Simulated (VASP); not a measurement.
Wanted: the native input for a VASP 6.6.1 run.

* Task: single point
* Functional: PBEsol
* Potentials or basis: VASP PAW PBE potentials, release 64 (Si)
* Cutoff: 520 eV
* k mesh: 8 × 8 × 8
* Occupations: gaussian, width 0.01 eV
* Spin: no spin polarisation
* Dipole correction: no
* Further INCAR settings: ALGO = Normal; EDIFF = 1e-07; NBANDS = 11

The structure of Si lies in POSCAR:

```
Si
1.0
    2.6984319101      2.6984319101      0.0000000000
   -2.6984319101      2.6984319101      0.0000000000
    0.0000000000      2.6984319101      2.6984319101
Si
2
Direct
    0.2500000000      0.7500000000      0.5000000000
    0.0000000000      0.0000000000      0.0000000000
```

These files were run (other wordings do the same):

INCAR

```
PREC = Accurate ; ENCUT = 520
EDIFF = 1E-7 ; ISMEAR = 0
SIGMA = 0.01 ; LREAL = False
LASPH = True ; NELM = 80
ALGO = Normal ; ISIF = 2
LWAVE = False ; LCHARG = True
GGA = PS ; LELF = True
LVHAR = True ; NBANDS = 11
```

KPOINTS

```
Automatic mesh
0
Gamma
  8 8 8
```

Potentials or basis: VASP PAW PBE potentials, release 64 (Si).

Launch:

```console
$ cat potpaw_PBE.64/Si/POTCAR > POTCAR
$ mpirun -np 1 vasp_std > vasp.out
```

Results of the run:

The pressure is 2.1 GPa. The band gap on the k mesh is 0.47 eV, indirect (least direct gap 2.52 eV).

Caveat: the PAW data sets were made with another functional, which shifts forces and pressure a little.

Wall time 13 s on 1 thread of Intel Xeon 8259CL, with other jobs on the host, peak memory 0.15 GiB.
